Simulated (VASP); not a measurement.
# LiTaO2 (Pmmm) in VASP: notebook

The runs below take LiTaO2 through single point, with PBE.

All numbers are computed with VASP 6.6.1; they aren't measurements. Logs are shortened: lines on timing, memory, paths and dates and some standing lists are left out, and cuts for length are marked.

**1. The cell of the first run**

The structure is orthorhombic, space group Pmmm (No. 47). Conventional cell: a = 3.055 Å, b = 3.088 Å, c = 5.343 Å, α = 90.00°, β = 90.00°, γ = 90.00°. Li (site symmetry mmm) has 4 O at 2.06 Å within 2.7 Å. Ta (site symmetry mmm) has 4 O at 2.02 Å within 2.7 Å. Within 2.8 Å of O (site symmetry mm2) lie 2 Ta at 2.02 Å and 2 Li at 2.06 Å and 2 O at 2.59 to 2.75 Å.

The cell was generated, and may not be a known phase.

**2. Single point, PBE**

Contents of INCAR:

```
SYSTEM = LiTaO2
PREC     = Accurate       ! precision mode
ENCUT    = 880            ! plane-wave cutoff, eV
EDIFF    = 1E-6           ! SCF threshold, eV
ISMEAR   = 0              ! smearing method
SIGMA    = 0.1            ! smearing width, eV
LREAL    = .False.        ! projectors in reciprocal space
LASPH    = .True.         ! aspherical terms in the spheres
NELM     = 120            ! most SCF steps
ALGO     = Normal         ! electronic algorithm
ISIF     = 2              ! what is computed and relaxed
LWAVE    = .False.        ! write WAVECAR
LCHARG   = .False.        ! write CHGCAR
GGA      = PE             ! functional
NBANDS   = 22             ! bands
GGA_COMPAT= .False.
```

Contents of KPOINTS:

```
Automatic mesh
0
Gamma
  16 16 8
  0 0 0
```

Contents of POSCAR:

```
LiTaO2
1.0
    3.0552601330      0.0000000000      0.0000000000
    0.0000000000      3.0879088328      0.0000000000
    0.0000000000      0.0000000000      5.3433026818
Li Ta O
1 1 2
Direct
    0.5000000000      0.5000000000      0.5000000000
    0.0000000000      0.0000000000      0.0000000000
    0.0000000000      0.5000000000      0.2426922340
    0.0000000000      0.5000000000      0.7573077660
```

Potentials or basis: VASP PAW PBE potentials, release 64 (Li_sv, Ta_sv_GW, O).

Command:

```bash
$ cat potpaw_PBE.64/Li_sv/POTCAR potpaw_PBE.64/Ta_sv_GW/POTCAR potpaw_PBE.64/O/POTCAR > POTCAR
$ mpirun -np 1 vasp_std > vasp.out
```

OUTCAR:

```text
SYSTEM = LiTaO2
   PREC = Accurate
   ENCUT = 880
   EDIFF = 1E-6
   ISMEAR = 0
   LREAL = .False.
   LASPH = .True.
   NELM = 120
   ISIF = 2
   GGA = PE

 ion  position               nearest neighbor table
   1  0.500  0.500  0.500-   3 2.06   4 2.06   3 2.06   4 2.06
   2  0.000  0.000  0.000-   3 2.02   4 2.02   3 2.02   4 2.02
   3  0.000  0.500  0.243-   2 2.02   2 2.02   1 2.06   1 2.06
   4  0.000  0.500  0.757-   2 2.02   2 2.02   1 2.06   1 2.06

  LATTYP: Found a simple orthorhombic cell.
 ALAT       =     3.0552601330
 B/A-ratio  =     1.0106860622
 C/A-ratio  =     1.7488863302

  Lattice vectors:

 A1 = (   3.0552601330,   0.0000000000,   0.0000000000)
 A2 = (   0.0000000000,   3.0879088328,   0.0000000000)
 A3 = (   0.0000000000,   0.0000000000,   5.3433026818)

Analysis of symmetry for initial positions (statically):
=====================================================================
 Subroutine PRICEL returns:
 Original cell was already a primitive cell.

 Routine SETGRP: Setting up the symmetry group for a
 simple orthorhombic supercell.

 Subroutine GETGRP returns: Found  8 space group operations
 (whereof  8 operations were pure point group operations)
 out of a pool of  8 trial point group operations.

The static configuration has the point symmetry D_2h.

Analysis of symmetry for dynamics (positions and initial velocities):
=====================================================================
 Subroutine PRICEL returns:
 Original cell was already a primitive cell.

 Routine SETGRP: Setting up the symmetry group for a
 simple orthorhombic supercell.

 Subroutine GETGRP returns: Found  8 space group operations
 (whereof  8 operations were pure point group operations)
 out of a pool of  8 trial point group operations.

The dynamic configuration has the point symmetry D_2h.

 Subroutine INISYM returns: Found  8 space group operations
 (whereof  8 operations are pure point group operations),
 and found     1 'primitive' translations

----------------------------------------------------------------------------------------

                                     Primitive cell

  volume of cell :      50.4107

  direct lattice vectors                    reciprocal lattice vectors
     3.055260133  0.000000000  0.000000000     0.327304372  0.000000000  0.000000000
     0.000000000  3.087908833  0.000000000     0.000000000  0.323843758  0.000000000
     0.000000000  0.000000000  5.343302682     0.000000000  0.000000000  0.187150169

  length of vectors
     3.055260133  3.087908833  5.343302682     0.327304372  0.323843758  0.187150169

  position of ions in fractional coordinates (direct lattice)
     0.500000000  0.500000000  0.500000000
     0.000000000  0.000000000  0.000000000
     0.000000000  0.500000000  0.242692234
     0.000000000  0.500000000  0.757307766

  ion indices of the primitive-cell ions
   primitive index   ion index
                 1           1
                 2           2
                 3           3
                 4           4

----------------------------------------------------------------------------------------

 KPOINTS: Automatic mesh

Automatic generation of k-mesh.
 Grid dimensions read from file:
 generate k-points for:   16   16    8

 Generating k-lattice:

  Cartesian coordinates                     Fractional coordinates (reciprocal lattice)
     0.020456523  0.000000000  0.000000000     0.062500000  0.000000000  0.000000000
     0.000000000  0.020240235  0.000000000     0.000000000  0.062500000  0.000000000
     0.000000000  0.000000000  0.023393771     0.000000000  0.000000000  0.125000000

  Length of vectors
     0.020456523  0.020240235  0.023393771

  Shift w.r.t. Gamma in fractional coordinates (k-lattice)
     0.000000000  0.000000000  0.000000000

 Subroutine IBZKPT returns following result:
 ===========================================

 Found    405 irreducible k-points:

 Following reciprocal coordinates:
            Coordinates               Weight
  0.000000  0.000000  0.000000      1.000000
  0.062500  0.000000  0.000000      2.000000
  0.125000  0.000000  0.000000      2.000000
  0.187500  0.000000  0.000000      2.000000
  0.250000  0.000000  0.000000      2.000000
  0.312500  0.000000  0.000000      2.000000
[... 16 lines left out ...]
  0.250000  0.125000  0.000000      4.000000
  0.312500  0.125000  0.000000      4.000000
 [... further k-points ...]
   k-points           NKPTS =    405   k-points in BZ     NKDIM =    405   number of bands    NBANDS=     22
   number of dos      NEDOS =    301   number of ions     NIONS =      4
   total plane-waves  NPLWV =  48600
   dimension x,y,z NGX =    30 NGY =   30 NGZ =   54
   dimension x,y,z NGXF=    60 NGYF=   60 NGZF=  108
   ions per type =               1   1   2
   NGX,Y,Z   is equivalent  to a cutoff of  16.32, 16.15, 16.80 a.u.
   NGXF,Y,Z  is equivalent  to a cutoff of  32.65, 32.30, 33.60 a.u.
 SYSTEM =  LiTaO2
[... 79 lines left out ...]
      1     -63.1110      2.00000
      2     -40.0709      2.00000
      3     -29.7812      2.00000
      4     -29.5837      2.00000
      5     -29.0490      2.00000
      6     -14.3539      2.00000
[... 14 lines left out ...]
     21      15.3789      0.00000
     22      18.0136      0.00000

 k-point     3 :       0.1250    0.0000    0.0000
  band No.  band energies     occupation
      1     -63.1088      2.00000
      2     -40.0700      2.00000
      3     -29.7765      2.00000
      4     -29.5800      2.00000
      5     -29.0941      2.00000
      6     -14.3282      2.00000
[... 14 lines left out ...]
     21      15.0534      0.00000
     22      17.5957      0.00000

 k-point     4 :       0.1875    0.0000    0.0000
  band No.  band energies     occupation
      1     -63.1056      2.00000
      2     -40.0685      2.00000
      3     -29.7694      2.00000
      4     -29.5744      2.00000
      5     -29.1610      2.00000
      6     -14.2894      2.00000
[... 14 lines left out ...]
     21      14.5382      0.00000
     22      17.1002      0.00000

 k-point     5 :       0.2500    0.0000    0.0000
  band No.  band energies     occupation
      1     -63.1018      2.00000
      2     -40.0669      2.00000
      3     -29.7610      2.00000
      4     -29.5679      2.00000
      5     -29.2390      2.00000
      6     -14.2434      2.00000
[... 14 lines left out ...]
     21      13.9147      0.00000
     22      16.4601      0.00000

 k-point     6 :       0.3125    0.0000    0.0000
  band No.  band energies     occupation
      1     -63.0980      2.00000
      2     -40.0652      2.00000
      3     -29.7526      2.00000
      4     -29.5613      2.00000
      5     -29.3159      2.00000
      6     -14.1970      2.00000
[... 14 lines left out ...]
     21      14.3734      0.00000
     22      15.5581      0.00000

 k-point     7 :       0.3750    0.0000    0.0000
  band No.  band energies     occupation
      1     -63.0947      2.00000
      2     -40.0637      2.00000
      3     -29.7455      2.00000
      4     -29.5557      2.00000
      5     -29.3805      2.00000
      6     -14.1574      2.00000
[... 324 lines left out ...]
      6     -14.1534      2.00000
[... 14 lines left out ...]
     21      14.5999      0.00000
     22      17.7875      0.00000

 k-point    21 :       0.1250    0.1250    0.0000
  band No.  band energies     occupation
      1     -63.1055      2.00000
      2     -40.0692      2.00000
      3     -29.7564      2.00000
      4     -29.6743      2.00000
      5     -29.0883      2.00000
      6     -14.1285      2.00000
[... 14 lines left out ...]
     21      14.5654      0.00000
     22      17.5102      0.00000

 k-point    22 :       0.1875    0.1250    0.0000
  band No.  band energies     occupation
      1     -63.1023      2.00000
      2     -40.0678      2.00000
      3     -29.7494      2.00000
      4     -29.6683      2.00000
      5     -29.1548      2.00000
      6     -14.0911      2.00000
[... 14 lines left out ...]
     21      14.3875      0.00000
     22      17.0021      0.00000

 k-point    23 :       0.2500    0.1250    0.0000
  band No.  band energies     occupation
      1     -63.0985      2.00000
      2     -40.0661      2.00000
      3     -29.7412      2.00000
      4     -29.6613      2.00000
      5     -29.2324      2.00000
      6     -14.0467      2.00000
[... 14 lines left out ...]
     21      14.3325      0.00000
     22      16.3494      0.00000

 k-point    24 :       0.3125    0.1250    0.0000
  band No.  band energies     occupation
      1     -63.0947      2.00000
      2     -40.0644      2.00000
      3     -29.7329      2.00000
      4     -29.6543      2.00000
      5     -29.3091      2.00000
      6     -14.0018      2.00000
[... 14 lines left out ...]
     21      14.9689      0.00000
     22      15.4628      0.00000

 [... further k-points ...]

------------------------ aborting loop because EDIFF is reached ----------------------------------------

  FORCE on cell =-STRESS in cart. coord.  units (eV):
  Direction    XX          YY          ZZ          XY          YZ          ZX
  --------------------------------------------------------------------------------------
  -------------------------------------------------------------------------------------
  Total       -0.0448832      0.1415370      0.0467887      0.0000000      0.0000000      0.0000000
  in kB       -1.4264991      4.4983999      1.4870625      0.0000000      0.0000000      0.0000000
  external PRESSURE =       1.5196544 kB  Pullay stress =       0.0000000 kB

 VOLUME and BASIS-vectors are now :
 -----------------------------------------------------------------------------
  energy-cutoff  :      880.00
  volume of cell :       50.41
      direct lattice vectors                 reciprocal lattice vectors
     3.055260133  0.000000000  0.000000000     0.327304372  0.000000000  0.000000000
     0.000000000  3.087908833  0.000000000     0.000000000  0.323843758  0.000000000
     0.000000000  0.000000000  5.343302682     0.000000000  0.000000000  0.187150169

 POSITION                                       TOTAL-FORCE (eV/Angst)
 -----------------------------------------------------------------------------------
      1.52763      1.54395      2.67165         0.000000      0.000000      0.000000
      0.00000      0.00000      0.00000         0.000000      0.000000      0.000000
      0.00000      1.54395      1.29678        -0.000000      0.000000      0.027048
      0.00000      1.54395      4.04652         0.000000     -0.000000     -0.027048
 -----------------------------------------------------------------------------------
    total drift:                                0.000000      0.000000      0.000000

  FREE ENERGIE OF THE ION-ELECTRON SYSTEM (eV)
  ---------------------------------------------------
  free  energy   TOTEN  =       -34.3622683697 eV

  energy  without entropy=      -34.3543950354  energy(sigma->0) =      -34.35833170
```

It took 10 min on 1 thread of Intel Xeon 6975P-C (Granite Rapids), shared host; peak memory 1 GiB.

Results:

| Item | Value |
| --- | --- |
| Free energy | -34.3623 eV |
| Pressure | 0.2 GPa |
| Largest force | 0.027 eV/Å |
| Band gap on the k mesh | zero (bands 14 and 15 overlap by 0.96 eV) |

Forces in eV/Å, atoms in the order of the input:
```
Li   0.000  0.000  0.000
Ta   0.000  0.000  0.000
O    0.000  0.000  0.027
O    0.000  0.000 -0.027
```

Stress tensor (GPa, compression positive):
```
-0.14  0.00  0.00
 0.00  0.45  0.00
 0.00  0.00  0.15
```

Caveat: spin-orbit coupling is left out, which moves the levels of the heavy elements.

**3. Single point, PBE**

This run uses another cell than the first one, of 12.10 Å³/atom.

Contents of INCAR:

```
SYSTEM = LiTaO2
PREC = Accurate ; ENCUT = 880
EDIFF = 1E-6 ; ISMEAR = 0
SIGMA = 0.1 ; LREAL = .FALSE.
LASPH = .TRUE. ; NELM = 120
ALGO = Normal ; ISIF = 2
LWAVE = .FALSE. ; LCHARG = .FALSE.
GGA = PE ; NBANDS = 22
GGA_COMPAT = .FALSE.
```

Contents of KPOINTS:

```
regular mesh
0
G
  6 6 4
  0 0 0
```

Contents of POSCAR:

```
LiTaO2
1.0
    2.8857165678      0.0000000000      0.0000000000
    0.0000000000      3.0800573103      0.0000000000
    0.0000000000      0.0000000000      5.4463819714
Li Ta O
1 1 2
Direct
    0.5000000000      0.5000000000      0.5000000000
    0.0000000000      0.0000000000      0.0000000000
    0.0000000000      0.5000000000      0.2436727195
    0.0000000000      0.5000000000      0.7563272805
```

Potentials or basis: VASP PAW PBE potentials, release 64 (Li_sv, Ta_sv_GW, O).

Command:

```bash
$ cat potpaw_PBE.64/Li_sv/POTCAR potpaw_PBE.64/Ta_sv_GW/POTCAR potpaw_PBE.64/O/POTCAR > POTCAR
$ mpirun -np 1 vasp_std > vasp.out
```

Wall time 1.9 min (1 thread of Intel Xeon Platinum 8259CL at 2.50GHz (Skylake/Cascade Lake), shared host); peak memory 0.29 GiB.

It converged, with:

```
Free energy            : -34.2998 eV
Pressure               : 0.2 GPa
Largest force          : 0.018 eV/Å
Band gap on the k mesh : zero (bands 14 and 15 overlap by 0.72 eV)
```

Forces in eV/Å, atoms in the order of the input:
```
Li   0.000  0.000  0.000
Ta   0.000  0.000  0.000
O    0.000  0.000  0.018
O    0.000  0.000 -0.018
```

Stress tensor (GPa, compression positive):
```
0.00 0.00 0.00
0.00 0.54 0.00
0.00 0.00 0.17
```

Levels at points of the mesh, in eV from the Fermi level:
| k point | band 10 | band 11 | band 12 | band 13 | band 14 | band 15 | band 16 | band 17 | band 18 | band 19 |
| --- | --- | --- | --- | --- | --- | --- | --- | --- | --- | --- |
| (0.00, 0.00, 0.00) | -4.89 | -4.68 | -4.32 | -4.16 | -4.14 | -0.11 | 2.51 | 2.69 | 3.23 | 4.23 |
| (0.50, 0.00, 0.00) | -6.93 | -6.84 | -4.34 | -3.80 | -0.36 | 0.51 | 0.58 | 3.71 | 4.61 | 5.66 |
| (0.00, 0.50, 0.00) | -5.53 | -5.36 | -4.86 | -3.88 | -3.59 | 1.77 | 1.89 | 2.60 | 3.91 | 4.73 |
| (0.50, 0.50, 0.00) | -5.93 | -5.78 | -5.04 | -4.95 | -2.09 | -0.20 | 1.94 | 2.49 | 5.84 | 6.68 |
| (0.00, 0.00, 0.50) | -5.50 | -4.85 | -4.54 | -4.47 | -3.91 | 0.22 | 2.33 | 2.69 | 3.17 | 5.20 |
| (0.50, 0.00, 0.50) | -7.01 | -6.88 | -5.45 | -4.20 | -0.35 | 0.61 | 0.88 | 3.72 | 5.74 | 6.48 |
| (0.00, 0.50, 0.50) | -6.21 | -5.16 | -4.70 | -3.87 | -3.82 | 1.87 | 2.18 | 2.75 | 3.02 | 4.79 |
| (0.50, 0.50, 0.50) | -6.35 | -5.65 | -5.33 | -4.66 | -2.33 | -0.25 | 2.56 | 3.44 | 5.22 | 5.99 |

Caveat: the k points lie up to 0.36 Å⁻¹ apart, too coarse for converged energies and pressures of a metal; spin-orbit coupling is left out, which moves the levels of the heavy elements.

**4. Single point, PBE, collinear spin**

This run uses another cell than the first one, of 12.10 Å³/atom.

Contents of INCAR:

```
PREC     = Accurate       # precision mode
ENCUT    = 880            # plane-wave cutoff, eV
EDIFF    = 1E-6           # SCF threshold, eV
ISMEAR   = 0              # smearing method
SIGMA    = 0.1            # smearing width, eV
LREAL    = F              # projectors in reciprocal space
LASPH    = T              # aspherical terms in the spheres
NELM     = 200            # most SCF steps
ALGO     = Normal         # electronic algorithm
ISIF     = 2              # what is computed and relaxed
LWAVE    = F              # write WAVECAR
LCHARG   = F              # write CHGCAR
ISPIN    = 2              # spin polarisation
MAGMOM   = 0 1 0 0        # initial moments
LORBIT   = 11             # projections on sites
LMAXMIX  = 4              # l up to which the mixer works
GGA      = PE             # functional
NBANDS   = 26             # bands
GGA_COMPAT= F
```

Contents of KPOINTS:

```
regular mesh
0
Gamma
  6 6 4
```

POSCAR is that of step 3.

Command:

```bash
$ cat potpaw_PBE.64/Li_sv/POTCAR potpaw_PBE.64/Ta_sv_GW/POTCAR potpaw_PBE.64/O/POTCAR > POTCAR
$ mpirun -np 1 vasp_std > vasp.out
```

Run time: 4.5 min. Hardware: 1 thread of Intel Xeon Platinum 8175M at 2.50GHz (Skylake/Cascade Lake), shared host; peak memory 0.39 GiB.

Results (log left out):

* Free energy: -34.2998 eV
* Pressure: 0.2 GPa
* Largest force: 0.018 eV/Å
* Band gap on the k mesh: zero (filled and empty bands overlap)
* Net moment: 0.00 μB per cell
* Valence electrons inside the program's atomic spheres: Li 2.07; Ta 11.68; O 5.06

Forces in eV/Å, atoms in the order of the input:
```
Li   0.000  0.000  0.000
Ta   0.000  0.000  0.000
O    0.000  0.000  0.018
O    0.000  0.000 -0.018
```

Stress tensor (GPa, compression positive):
```
0.00 0.00 0.00
0.00 0.54 0.00
0.00 0.00 0.18
```

Levels at points of the mesh, in eV from the Fermi level:
Spin up:
| k point | band 11 | band 12 | band 13 | band 14 | band 15 | band 16 | band 17 | band 18 |
| --- | --- | --- | --- | --- | --- | --- | --- | --- |
| (0.00, 0.00, 0.00) | -4.68 | -4.32 | -4.16 | -4.14 | -0.11 | 2.51 | 2.69 | 3.23 |
| (0.50, 0.00, 0.00) | -6.84 | -4.35 | -3.80 | -0.36 | 0.51 | 0.58 | 3.71 | 4.61 |
| (0.00, 0.50, 0.00) | -5.36 | -4.86 | -3.88 | -3.59 | 1.77 | 1.89 | 2.60 | 3.91 |
| (0.50, 0.50, 0.00) | -5.78 | -5.04 | -4.95 | -2.09 | -0.20 | 1.94 | 2.49 | 5.83 |
| (0.00, 0.00, 0.50) | -4.85 | -4.54 | -4.47 | -3.91 | 0.22 | 2.33 | 2.69 | 3.17 |
| (0.50, 0.00, 0.50) | -6.88 | -5.45 | -4.20 | -0.35 | 0.61 | 0.88 | 3.71 | 5.74 |
| (0.00, 0.50, 0.50) | -5.16 | -4.70 | -3.88 | -3.82 | 1.87 | 2.18 | 2.75 | 3.02 |
| (0.50, 0.50, 0.50) | -5.65 | -5.33 | -4.66 | -2.33 | -0.25 | 2.56 | 3.43 | 5.22 |
Spin down:
```csv
k point,band 10,band 11,band 12,band 13,band 14,band 15,band 16,band 17,band 18,band 19
"(0.00, 0.00, 0.00)",-4.88,-4.68,-4.32,-4.16,-4.14,-0.11,2.51,2.69,3.23,4.23
"(0.50, 0.00, 0.00)",-6.93,-6.84,-4.35,-3.80,-0.36,0.51,0.58,3.71,4.61,5.66
"(0.00, 0.50, 0.00)",-5.53,-5.36,-4.86,-3.88,-3.59,1.77,1.89,2.60,3.91,4.73
"(0.50, 0.50, 0.00)",-5.93,-5.78,-5.04,-4.95,-2.08,-0.20,1.94,2.49,5.84,6.68
"(0.00, 0.00, 0.50)",-5.50,-4.85,-4.54,-4.47,-3.91,0.22,2.33,2.69,3.17,5.20
"(0.50, 0.00, 0.50)",-7.01,-6.88,-5.45,-4.20,-0.35,0.61,0.88,3.72,5.74,6.48
"(0.00, 0.50, 0.50)",-6.21,-5.16,-4.70,-3.87,-3.82,1.87,2.18,2.75,3.02,4.79
"(0.50, 0.50, 0.50)",-6.35,-5.65,-5.33,-4.66,-2.33,-0.25,2.56,3.44,5.22,5.99
```

Caveat: the k points lie up to 0.36 Å⁻¹ apart, too coarse for converged energies and pressures of a metal; spin-orbit coupling is left out, which moves the levels of the heavy elements.

**5. Summary**

```tsv
spin	cell	k mesh	gap on the mesh (eV)	pressure (GPa)	largest force (eV/Å)
off	a = 3.055, b = 3.088, c = 5.343 Å, 4 atoms, atomic positions A	16 × 16 × 8	none	0.2	0.03
off	a = 2.886, b = 3.080, c = 5.446 Å, 4 atoms, atomic positions B	6 × 6 × 4	none	0.2	0.02
collinear	a = 2.886, b = 3.080, c = 5.446 Å, 4 atoms, atomic positions B	6 × 6 × 4	none	0.2	0.02
```

Alike in all rows: task single point; level PBE; potentials or basis VASP PAW PBE potentials, release 64 (Li_sv, Ta_sv_GW, O); cutoff (eV) 880; smearing gaussian 0.1 eV.

Caveats: some runs use coarse meshes; spin-orbit coupling is left out, which moves the levels of the heavy elements.

Absolute energies hang on the potentials; compare differences alone.
